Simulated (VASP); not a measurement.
A run of VASP 6.6.1 is set up as follows.

The input INCAR:

```
SYSTEM = KF
  PREC = Accurate
  ENCUT = 520
  EDIFF = 1E-6
  ISMEAR = 0
  SIGMA = 0.05
  LREAL = .FALSE.
  LASPH = .TRUE.
  NELM = 100
  ALGO = Normal
  ISIF = 2
  LWAVE = .FALSE.
  LCHARG = .TRUE.
  LELF = .TRUE.
  LVHAR = .TRUE.
  NBANDS = 15
```

Contents of KPOINTS:

```
regular mesh
0
G
  8 8 8
  0 0 0
```

The input POSCAR:

```
KF
1.0
    0.0000000000      2.5817196783      2.5817196783
    2.6268997727      0.0000000000      2.5817196783
    2.6268997727      2.5817196783      0.0000000000
K F
1 1
Direct
    0.0000000000      0.0000000000      0.0000000000
    0.5000000000      0.5000000000      0.5000000000
```

Potentials or basis: VASP PAW LDA potentials, release 64 (K_sv, F).

Run with:

```sh
$ cat potpaw_LDA.64/K_sv/POTCAR potpaw_LDA.64/F/POTCAR > POTCAR
$ mpirun -np 1 vasp_std > vasp.out
```

Task: Estimate the pressure.

Result: -0.5 GPa.

Task: What does it give for the band gap on the k mesh?

Result: 6.23 eV.

Stress tensor (GPa, compression positive):
```
-1.35  0.00  0.00
 0.00 -0.08  0.00
 0.00  0.00 -0.08
```

Caveat: the cell differs from its parent crystal (normal strain along x +0.0175, normal strain along z +0.0000). A k mesh can miss the band edges.
